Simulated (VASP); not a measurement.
Here is a VASP 6.6.1 calculation.

File INCAR:

```
PREC = Accurate
ENCUT = 500
EDIFF = 1E-6
ISMEAR = 0
SIGMA = 0.1
LREAL = F
LASPH = T
NELM = 120
ALGO = Normal
ISIF = 2
LWAVE = F
LCHARG = F
GGA = PS
NBANDS = 8
GGA_COMPAT = F
```

File KPOINTS:

```
Automatic mesh
0
Gamma
  8 8 8
```

The input POSCAR:

```
P
1.0
   -1.2461157565      1.2461157565      1.2461157565
    1.2461157565     -1.2461157565      1.2461157565
    1.2461157565      1.2461157565     -1.2461157565
P
1
Direct
    0.0000000000      0.0000000000      0.0000000000
```

Potentials or basis: VASP PAW PBE potentials, release 64 (P).

Run with:

```console
$ cat potpaw_PBE.64/P/POTCAR > POTCAR
$ mpirun -np 1 vasp_std > vasp.out
```

Task: Predict the band gap on the k mesh.

Result: Zero (an odd number of electrons rules out a gap without spin polarisation).

Task: What does it give for the pressure?

Result: 200.4 GPa.

Caveat: the k points lie up to 0.45 Å⁻¹ apart, too coarse for converged energies and pressures of a metal; the PAW data sets were made with another functional, which shifts forces and pressure a little; an odd number of electrons without spin polarisation forces a metal; a magnetic or distorted state may lie lower.
